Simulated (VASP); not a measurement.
# Pt (Cmcm) in VASP: a series of runs

The runs below take Pt through single point, with PBE.

All numbers are computed with VASP 6.6.1; they aren't measurements. Logs are shortened: lines on timing, memory, paths and dates and some standing lists are left out, and cuts for length are marked.

## (1) The cell of the first run

It takes space group Cmcm (No. 63, orthorhombic). The conventional cell has a = 3.970 Å, b = 3.970 Å, c = 3.970 Å, α = 90.00°, β = 90.00°, γ = 90.00°. Pt (site symmetry m2m) has 12 Pt at 2.64 to 2.98 Å within 3.5 Å.

## (2) Single point, PBE (atoms displaced along a vibrational mode)

Input file INCAR:

```
SYSTEM = Pt
PREC = Accurate
ENCUT = 520
EDIFF = 1E-6
ISMEAR = 0
SIGMA = 0.15
LREAL = .FALSE.
LASPH = .TRUE.
NELM = 100
ALGO = Fast
ISIF = 2
LWAVE = .FALSE.
LCHARG = .FALSE.
GGA = PE
NBANDS = 17
```

Input file KPOINTS:

```
regular mesh
0
G
  16 16 12
  0 0 0
```

Input file POSCAR:

```
Pt
1.0
    0.0000000000     -1.9849647118     -1.9849647118
    0.0000000000      1.9849647118     -1.9849647118
    3.9699294236      0.0000000000      0.0000000000
Pt
2
Direct
    0.5299753440      0.4700246560      0.5000000000
   -0.0299753440      0.0299753440      0.0000000000
```

Potentials or basis: VASP PAW PBE potentials, release 64 (Pt).

Command:

```sh
cat potpaw_PBE.64/Pt/POTCAR > POTCAR
mpirun -np 1 vasp_std > vasp.out
```

OUTCAR:

```text
SYSTEM = Pt
   PREC = Accurate
   ENCUT = 520
   EDIFF = 1E-6
   ISMEAR = 0
   LREAL = .FALSE.
   LASPH = .TRUE.
   NELM = 100
   ISIF = 2
   GGA = PE

 ion  position               nearest neighbor table
   1  0.530  0.470  0.500-   2 2.64   2 2.64   2 2.82   2 2.82   2 2.82   2 2.82   2 2.98   2 2.98

   2  0.970  0.030  0.000-   1 2.64   1 2.64   1 2.82   1 2.82   1 2.82   1 2.82   1 2.98   1 2.98

  LATTYP: Found a simple tetragonal cell.
 ALAT       =     2.8071640163
 C/A-ratio  =     1.4142135624

  Lattice vectors:

 A1 = (   0.0000000000,  -1.9849647118,  -1.9849647118)
 A2 = (   0.0000000000,   1.9849647118,  -1.9849647118)
 A3 = (   3.9699294236,   0.0000000000,   0.0000000000)

Analysis of symmetry for initial positions (statically):
=====================================================================
 Subroutine PRICEL returns:
 Original cell was already a primitive cell.

 Routine SETGRP: Setting up the symmetry group for a
 simple tetragonal supercell.

 Subroutine GETGRP returns: Found  8 space group operations
 (whereof  4 operations were pure point group operations)
 out of a pool of 16 trial point group operations.

The static configuration has the point symmetry C_2v.
 The point group associated with its full space group is D_2h.

Analysis of symmetry for dynamics (positions and initial velocities):
=====================================================================
 Subroutine PRICEL returns:
 Original cell was already a primitive cell.

 Routine SETGRP: Setting up the symmetry group for a
 simple tetragonal supercell.

 Subroutine GETGRP returns: Found  8 space group operations
 (whereof  4 operations were pure point group operations)
 out of a pool of 16 trial point group operations.

The dynamic configuration has the point symmetry C_2v.
 The point group associated with its full space group is D_2h.

 Subroutine INISYM returns: Found  8 space group operations
 (whereof  4 operations are pure point group operations),
 and found     1 'primitive' translations

----------------------------------------------------------------------------------------

                                     Primitive cell

  volume of cell :      31.2837

  direct lattice vectors                    reciprocal lattice vectors
     0.000000000 -1.984964712 -1.984964712     0.000000000 -0.251893647 -0.251893647
     0.000000000  1.984964712 -1.984964712     0.000000000  0.251893647 -0.251893647
     3.969929424  0.000000000  0.000000000     0.251893647  0.000000000  0.000000000

  length of vectors
     2.807164016  2.807164016  3.969929424     0.356231412  0.356231412  0.251893647

  position of ions in fractional coordinates (direct lattice)
     0.529975344  0.470024656  0.500000000
     0.970024656  0.029975344  0.000000000

  ion indices of the primitive-cell ions
   primitive index   ion index
                 1           1
                 2           2

----------------------------------------------------------------------------------------

 KPOINTS: regular mesh

Automatic generation of k-mesh.
 Grid dimensions read from file:
 generate k-points for:   16   16   12

 Generating k-lattice:

  Cartesian coordinates                     Fractional coordinates (reciprocal lattice)
     0.000000000 -0.015743353 -0.015743353     0.062500000  0.000000000  0.000000000
     0.000000000  0.015743353 -0.015743353     0.000000000  0.062500000  0.000000000
     0.020991137  0.000000000  0.000000000     0.000000000  0.000000000  0.083333333

  Length of vectors
     0.022264463  0.022264463  0.020991137

  Shift w.r.t. Gamma in fractional coordinates (k-lattice)
     0.000000000  0.000000000  0.000000000

 Subroutine IBZKPT returns following result:
 ===========================================

 Found    511 irreducible k-points:

 Following reciprocal coordinates:
            Coordinates               Weight
  0.000000  0.000000  0.000000      1.000000
  0.062500  0.000000  0.000000      4.000000
  0.125000  0.000000  0.000000      4.000000
  0.187500  0.000000  0.000000      4.000000
  0.250000  0.000000  0.000000      4.000000
  0.312500  0.000000  0.000000      4.000000
[... 16 lines left out ...]
 -0.062500  0.437500  0.000000      4.000000
  0.500000  0.062500  0.000000      4.000000
 [... further k-points ...]
   k-points           NKPTS =    511   k-points in BZ     NKDIM =    511   number of bands    NBANDS=     17
   number of dos      NEDOS =    301   number of ions     NIONS =      2
   total plane-waves  NPLWV =  17280
   dimension x,y,z NGX =    24 NGY =   24 NGZ =   30
   dimension x,y,z NGXF=    48 NGYF=   48 NGZF=   60
   ions per type =               2
   NGX,Y,Z   is equivalent  to a cutoff of  14.21, 14.21, 12.56 a.u.
   NGXF,Y,Z  is equivalent  to a cutoff of  28.43, 28.43, 25.13 a.u.
 SYSTEM =  Pt
   PREC   = accura    normal or accurate (medium, high low for compatibility)
   ISTART =      0    job   : 0-new  1-cont  2-samecut
   ICHARG =      2    charge: 1-file 2-atom 10-const
   ISPIN  =      1    spin polarized calculation?
   LNONCOLLINEAR =      F non collinear calculations
   LSORBIT =      F    spin-orbit coupling
   LASPH  =      T    aspherical Exc in radial PAW
   ENCUT  =  520.0 eV  38.22 Ry    6.18 a.u.   5.22  5.22  7.38*2*pi/ulx,y,z
   NELM   =    100;   NELMIN=  2; NELMDL= -5     # of ELM steps
   EDIFF  = 0.1E-05   stopping-criterion for ELM
   LREAL  =      F    real-space projection
   EDIFFG = 0.1E-04   stopping-criterion for IOM
   NSW    =      0    number of steps for IOM
   IBRION =     -1    ionic relax: 0-MD 1-quasi-New 2-CG
   NFREE  =      0    steps in history (QN), initial steepest desc. (CG)
   ISIF   =      2    stress and relaxation
   ISYM   =      2    0-nonsym 1-usesym 2-fastsym
   POTIM  = 0.5000    time-step for ionic-motion
   TEBEG  =    0.0;   TEEND  =   0.0 temperature during run
   PSTRESS=    0.0 pullay stress
   NELECT =      20.0000    total number of electrons
   NUPDOWN=      -1.0000    fix difference up-down
   EMIN   =  10.00;   EMAX   =-10.00  energy-range for DOS
   EFERMI =   0.00;   METHOD = LEGACY
   ISMEAR =     0;   SIGMA  =   0.15  broadening in eV -4-tet -1-fermi 0-gaus
   EFERMI_NEDOS =   21; number of points for ismear=-14 and -15
   IALGO  =     68    algorithm
[... 31 lines left out ...]

 E-fermi :  10.5868     XC(G=0): -13.2607

 val. band max:       10.5867674852   @ k =   0.3750   0.1250   0.2500
 cond. band min:      10.5912082667   @ k =  -0.1250   0.3750   0.1667
 fundamental gap:      0.0044407815
 Fermi energy:        10.5868154985

 k-point     1 :       0.0000    0.0000    0.0000
  band No.  band energies     occupation
      1       0.7693      2.00000
      2       3.8846      2.00000
      3       4.3953      2.00000
      4       6.8752      2.00000
      5       6.8958      2.00000
      6       7.1527      2.00000
[... 9 lines left out ...]
     16      25.7554      0.00000
     17      29.8589      0.00000

 k-point     2 :       0.0625    0.0000    0.0000
  band No.  band energies     occupation
      1       0.8704      2.00000
      2       3.9554      2.00000
      3       4.4576      2.00000
      4       6.8580      2.00000
      5       6.9465      2.00000
      6       7.1447      2.00000
[... 9 lines left out ...]
     16      25.8928      0.00000
     17      29.4949      0.00000

 k-point     3 :       0.1250    0.0000    0.0000
  band No.  band energies     occupation
      1       1.1672      2.00000
      2       4.1394      2.00000
      3       4.6574      2.00000
      4       6.7630      2.00000
      5       7.0813      2.00000
      6       7.1719      2.00000
[... 9 lines left out ...]
     16      26.2753      0.00000
     17      28.5194      0.00000

 k-point     4 :       0.1875    0.0000    0.0000
  band No.  band energies     occupation
      1       1.6403      2.00000
      2       4.3770      2.00000
      3       5.0052      2.00000
      4       6.5793      2.00000
      5       7.2384      2.00000
      6       7.2563      2.00000
[... 9 lines left out ...]
     16      26.8038      0.00000
     17      27.3987      0.00000

 k-point     5 :       0.2500    0.0000    0.0000
  band No.  band energies     occupation
      1       2.2567      2.00000
      2       4.6350      2.00000
      3       5.4462      2.00000
      4       6.3627      2.00000
      5       7.2862      2.00000
      6       7.3108      2.00000
[... 9 lines left out ...]
     16      26.4585      0.00000
     17      27.2447      0.00000

 k-point     6 :       0.3125    0.0000    0.0000
  band No.  band energies     occupation
      1       2.9690      2.00000
      2       4.8998      2.00000
      3       5.8626      2.00000
      4       6.1628      2.00000
      5       7.0294      2.00000
      6       7.2351      2.00000
[... 9 lines left out ...]
     16      26.6037      0.00000
     17      27.1065      0.00000

 k-point     7 :       0.3750    0.0000    0.0000
  band No.  band energies     occupation
      1       3.7104      2.00000
      2       5.1359      2.00000
      3       6.0144      2.00000
      4       6.1353      2.00000
      5       6.6652      2.00000
      6       7.0561      2.00000
[... 9 lines left out ...]
     16      26.2152      0.00000
     17      27.2566      0.00000

 k-point     8 :       0.4375    0.0000    0.0000
  band No.  band energies     occupation
      1       4.3796      2.00000
      2       5.2549      2.00000
      3       5.9343      2.00000
      4       6.2348      2.00000
      5       6.4011      2.00000
      6       6.8601      2.00000
[... 9 lines left out ...]
     16      25.0081      0.00000
     17      27.0852      0.00000
[... 203 lines left out ...]
      1       3.0543      2.00000
      2       5.0003      2.00000
      3       5.8612      2.00000
      4       6.1060      2.00000
      5       6.8815      2.00000
      6       7.2324      2.00000
[... 9 lines left out ...]
     16      25.8152      0.00000
     17      27.2023      0.00000

 k-point    20 :       0.3750    0.0625    0.0000
  band No.  band energies     occupation
      1       3.7785      2.00000
      2       5.2401      2.00000
      3       5.8769      2.00000
      4       6.0486      2.00000
      5       6.5932      2.00000
      6       7.0134      2.00000
[... 9 lines left out ...]
     16      26.1876      0.00000
     17      26.3405      0.00000

 k-point    21 :      -0.0625    0.3750    0.0000
  band No.  band energies     occupation
      1       3.7866      2.00000
      2       5.2524      2.00000
      3       5.9449      2.00000
      4       6.0627      2.00000
      5       6.5310      2.00000
      6       7.0057      2.00000
[... 9 lines left out ...]
     16      26.2155      0.00000
     17      26.7015      0.00000

 k-point    22 :       0.4375    0.0625    0.0000
  band No.  band energies     occupation
      1       4.4410      2.00000
      2       5.3835      2.00000
      3       5.8071      2.00000
      4       6.0749      2.00000
      5       6.3202      2.00000
      6       6.7917      2.00000
[... 9 lines left out ...]
     16      24.9688      0.00000
     17      26.5153      0.00000

 k-point    23 :      -0.0625    0.4375    0.0000
  band No.  band energies     occupation
      1       4.4505      2.00000
      2       5.3844      2.00000
      3       5.8485      2.00000
      4       6.0894      2.00000
      5       6.2849      2.00000
      6       6.7791      2.00000
[... 9 lines left out ...]
     16      24.9744      0.00000
     17      27.1473      0.00000

 k-point    24 :       0.5000    0.0625    0.0000
  band No.  band energies     occupation
      1       4.8021      2.00000
      2       5.3360      2.00000
      3       5.8043      2.00000
      4       6.0885      2.00000
      5       6.2084      2.00000
      6       6.6734      2.00000
[... 9 lines left out ...]
     16      24.1582      0.00000
     17      26.7058      0.00000

 [... further k-points ...]

------------------------ aborting loop because EDIFF is reached ----------------------------------------

  FORCE on cell =-STRESS in cart. coord.  units (eV):
  Direction    XX          YY          ZZ          XY          YZ          ZX
  --------------------------------------------------------------------------------------
  -------------------------------------------------------------------------------------
  Total        1.1661643      0.7352597     -0.0922838      0.0000000      0.0000000      0.0000000
  in kB       59.7244220     37.6558952     -4.7262612      0.0000000      0.0000000      0.0000000
  external PRESSURE =      30.8846853 kB  Pullay stress =       0.0000000 kB

 VOLUME and BASIS-vectors are now :
 -----------------------------------------------------------------------------
  energy-cutoff  :      520.00
  volume of cell :       31.28
      direct lattice vectors                 reciprocal lattice vectors
     0.000000000 -1.984964712 -1.984964712     0.000000000 -0.251893647 -0.251893647
     0.000000000  1.984964712 -1.984964712     0.000000000  0.251893647 -0.251893647
     3.969929424  0.000000000  0.000000000     0.251893647  0.000000000  0.000000000

 POSITION                                       TOTAL-FORCE (eV/Angst)
 -----------------------------------------------------------------------------------
      1.98496     -0.11900     -1.98496         0.000000      1.238749      0.000000
      0.00000     -1.86596     -1.98496         0.000000     -1.238749      0.000000
 -----------------------------------------------------------------------------------
    total drift:                                0.000000     -0.000000      0.000000

  FREE ENERGIE OF THE ION-ELECTRON SYSTEM (eV)
  ---------------------------------------------------
  free  energy   TOTEN  =       -12.0700888196 eV

  energy  without entropy=      -12.0235986729  energy(sigma->0) =      -12.04684375
```

Wall time 4.7 min (1 thread of Intel Xeon 8259CL, shared host); peak memory 0.34 GiB.

What came out:

```
Free energy            : -12.0701 eV
Pressure               : 3.1 GPa
Largest force          : 1.239 eV/Å
Band gap on the k mesh : zero (bands 10 and 11 overlap by 1.22 eV)
```

Forces on the atoms (eV/Å):
```
Pt   0.000  1.239  0.000
Pt   0.000 -1.239  0.000
```

Caveat: the cell differs from its parent crystal (atoms displaced along a vibrational mode); the cell stands under pressure; spin-orbit coupling is left out, which moves the levels of the heavy elements; forces of over 1 eV/Å act on the atoms, so gaps and moduli don't describe the material at rest.

## (3) Single point, PBE (atoms displaced along a vibrational mode)

Input file INCAR:

```
PREC = Accurate
ENCUT = 520
EDIFF = 1E-6
ISMEAR = 0
SIGMA = 0.15
LREAL = F
LASPH = T
NELM = 80
ALGO = Fast
ISIF = 2
LWAVE = F
LCHARG = F
GGA = PE
NBANDS = 17
```

Input file KPOINTS:

```
Automatic mesh
0
Gamma
  16 16 12
```

Input file POSCAR:

```
Pt
1.0
    0.0000000000     -1.9849647118     -1.9849647118
    0.0000000000      1.9849647118     -1.9849647118
    3.9699294236      0.0000000000      0.0000000000
Pt
2
Direct
    0.5179852064      0.4820147936      0.5000000000
   -0.0179852064      0.0179852064      0.0000000000
```

Potentials or basis: VASP PAW PBE potentials, release 64 (Pt).

Command:

```sh
cat potpaw_PBE.64/Pt/POTCAR > POTCAR
mpirun -np 1 vasp_std > vasp.out
```

Wall time 4.6 min (1 thread of Intel Xeon 8259CL, shared host); peak memory 0.34 GiB.

The run converged. Its results:

```yaml
Free_energy: -12.1647 eV
Pressure: 0.9 GPa
Largest_force: 0.747 eV/Å
Band_gap_on_the_k_mesh: zero (bands 10 and 11 overlap by 1.34 eV)
```

Forces in eV/Å, atoms in the order of the input:
```
Pt   0.000  0.747  0.000
Pt   0.000 -0.747  0.000
```

Stress tensor (GPa, compression positive):
```
 1.80  0.00  0.00
 0.00  1.23  0.00
 0.00  0.00 -0.39
```

Levels at points of the mesh, in eV from the Fermi level:
```csv
k point,band 6,band 7,band 8,band 9,band 10,band 11,band 12,band 13,band 14,band 15
"(0.00, 0.00, 0.00)",-3.52,-1.61,-1.48,-0.04,0.35,0.47,1.86,8.49,11.38,11.39
"(0.50, 0.00, 0.00)",-3.84,-2.38,-2.28,-1.95,-1.23,1.56,2.01,10.10,10.94,12.07
"(0.50, 0.50, 0.00)",-0.01,0.37,0.43,0.45,0.48,1.86,2.09,8.35,8.51,11.28
"(0.00, 0.00, 0.50)",-2.98,-1.95,-1.95,-1.93,-1.93,-0.74,-0.74,16.31,16.31,16.32
"(0.50, 0.00, 0.50)",-3.59,-0.42,-0.42,-0.03,-0.03,0.16,0.16,5.55,5.55,14.40
"(0.50, 0.50, 0.50)",-4.30,-1.80,-1.80,0.46,0.46,6.73,6.73,8.11,8.11,8.12
```

Caveat: the cell differs from its parent crystal (atoms displaced along a vibrational mode); spin-orbit coupling is left out, which moves the levels of the heavy elements.

## (4) Single point, PBE (atoms displaced along a vibrational mode)

Input file INCAR:

```
SYSTEM = Pt
  ALGO = Fast
  EDIFF = 1E-6
  ENCUT = 520
  GGA = PE
  ISIF = 2
  ISMEAR = 0
  LASPH = .True.
  LCHARG = .False.
  LREAL = .False.
  LWAVE = .False.
  NBANDS = 17
  NELM = 80
  PREC = Accurate
  SIGMA = 0.15
```

Input file KPOINTS:

```
k-points
0
Gamma
  16 16 12
  0 0 0
```

Input file POSCAR:

```
Pt
1.0
    0.0000000000     -1.9849647118     -1.9849647118
    0.0000000000      1.9849647118     -1.9849647118
    3.9699294236      0.0000000000      0.0000000000
Pt
2
Direct
    0.5239802752      0.4760197248      0.5000000000
   -0.0239802752      0.0239802752      0.0000000000
```

Command:

```sh
cat potpaw_PBE.64/Pt/POTCAR > POTCAR
mpirun -np 1 vasp_std > vasp.out
```

Wall time 4.1 min (1 thread of Intel Xeon 8259CL, shared host); peak memory 0.34 GiB.

It converged, with:

```yaml
Free_energy: -12.1233 eV
Pressure: 1.9 GPa
Largest_force: 0.995 eV/Å
Band_gap_on_the_k_mesh: zero (bands 10 and 11 overlap by 1.27 eV)
```

Forces on the atoms (eV/Å):
```
Pt   0.000  0.995  0.000
Pt   0.000 -0.995  0.000
```

Stress tensor (GPa, compression positive):
```
 3.62  0.00  0.00
 0.00  2.38  0.00
 0.00  0.00 -0.43
```

Levels at points of the mesh, in eV from the Fermi level:
```csv
k point,band 6,band 7,band 8,band 9,band 10,band 11,band 12,band 13,band 14,band 15
"(0.00, 0.00, 0.00)",-3.48,-1.67,-1.44,-0.06,0.26,0.48,1.86,8.48,11.46,11.47
"(0.50, 0.00, 0.00)",-3.82,-2.36,-2.21,-2.03,-1.10,1.48,2.08,9.96,11.09,11.88
"(0.50, 0.50, 0.00)",-0.03,0.30,0.41,0.45,0.50,1.86,2.25,8.25,8.52,11.27
"(0.00, 0.00, 0.50)",-3.08,-1.91,-1.91,-1.87,-1.87,-0.69,-0.69,16.04,16.04,16.07
"(0.50, 0.00, 0.50)",-3.56,-0.48,-0.48,-0.08,-0.08,0.23,0.23,5.53,5.53,14.48
"(0.50, 0.50, 0.50)",-4.30,-1.74,-1.74,0.46,0.46,6.63,6.63,8.11,8.11,8.13
```

Caveat: the cell differs from its parent crystal (atoms displaced along a vibrational mode); spin-orbit coupling is left out, which moves the levels of the heavy elements.

## (5) The runs side by side

```tsv
cell	gap on the mesh (eV)	pressure (GPa)	largest force (eV/Å)
as given, atomic positions A	none	3.1	1.24
as given, atomic positions B	none	0.9	0.75
as given, atomic positions C	none	1.9	1.00
```

Alike in all rows: task single point; level PBE; potentials or basis VASP PAW PBE potentials, release 64 (Pt); no spin polarisation; k mesh 16 × 16 × 12; cutoff (eV) 520; smearing gaussian 0.15 eV.

Caveats: spin-orbit coupling is left out, which moves the levels of the heavy elements; the cell stands under pressure (at least some runs); forces of over 1 eV/Å act on the atoms, so gaps and moduli don't describe the material at rest (at least some runs).

Total energies depend on the potentials used, so only differences within one code and one set of settings carry meaning.
